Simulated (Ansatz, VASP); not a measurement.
# One calculation of SnO2, two programs

```xyz
6
Lattice="3.1758 0.0000 0.0000 -1.5879 2.7503 0.0000 0.0000 0.0000 10.6874" Properties=species:S:1:pos:R:3 pbc="T T T"
Sn    0.0000    0.0000    5.3437
Sn    0.0000    0.0000    0.0000
O     1.5879    0.9168    4.3580
O     1.5879    0.9168    0.9857
O     0.0000    1.8335    6.3294
O     0.0000    1.8335    9.7017
```

Alike in both runs: task relaxation of cell and atoms; functional LDA; k mesh 12 × 12 × 4; occupations gaussian, width 0.02 eV; no spin polarisation.

```csv
,VASP,Ansatz
version,VASP 6.6.1,Ansatz 0.2.0
potentials or method,"VASP PAW LDA potentials, release 64 (Sn_d, O), cutoff 600 eV","scalar-relativistic, plane waves, PAW"
valence electrons in the cell,52,52
```

```tsv
	VASP	Ansatz	Ansatz less VASP
gap on the k mesh at the Fermi level, each at its own relaxed structure (eV)	2.13	2.26	+0.124
relaxed volume (Å³/atom)	14.82	15.10	+0.283
relaxed cell length with the largest relative difference (Å)	10.185	10.414	+0.2292
```

LDA's correlation is that of Perdew and Zunger in VASP and of Perdew and Wang (1992) in Ansatz.
